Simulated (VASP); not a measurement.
# Sb: single point with r2SCAN50

Crystal: Sb.

```xyz
1
Lattice="0.0000 2.3712 2.3712 2.3712 0.0000 2.3712 2.3712 2.3712 0.0000" Properties=species:S:1:pos:R:3 pbc="T T T"
Sb    0.0000    0.0000    0.0000
```

This isn't the form of Sb at room conditions, which is rhombohedral.

| Property | Result |
| --- | --- |
| Program | VASP 6.6.1 |
| Task | single point |
| Functional | r2SCAN50 |
| Potentials or basis | VASP PAW PBE potentials, release 64 (Sb_d_GW) |
| Cutoff | 440 eV |
| k mesh | 5 × 5 × 5 |
| Occupations | fermi-dirac, width 0.05 eV |
| Spin | no spin polarisation |

```
Pressure               : -2.4 GPa
Band gap on the k mesh : zero (an odd number of electrons rules out a gap without spin polarisation)
```

Levels at points of the mesh, in eV from the Fermi level:
```
           k point  band 3  band 4  band 5  band 6  band 7  band 8  band 9  band 10  band 11  band 12
(0.00, 0.00, 0.00)  -35.10  -35.05  -35.05  -16.73    8.29    8.29    8.29    13.31    13.66    13.66
```

It took 5.3 min on 1 thread of Intel(R) Xeon(R) Platinum 8488C (Sapphire Rapids) (shared host), peak memory 0.15 GiB.

Caveat: the k points lie up to 0.46 Å⁻¹ apart, too coarse for converged energies and pressures of a metal; the PAW data sets were made with another functional, which shifts forces and pressure a little; spin-orbit coupling is left out, which moves the levels of the heavy elements.
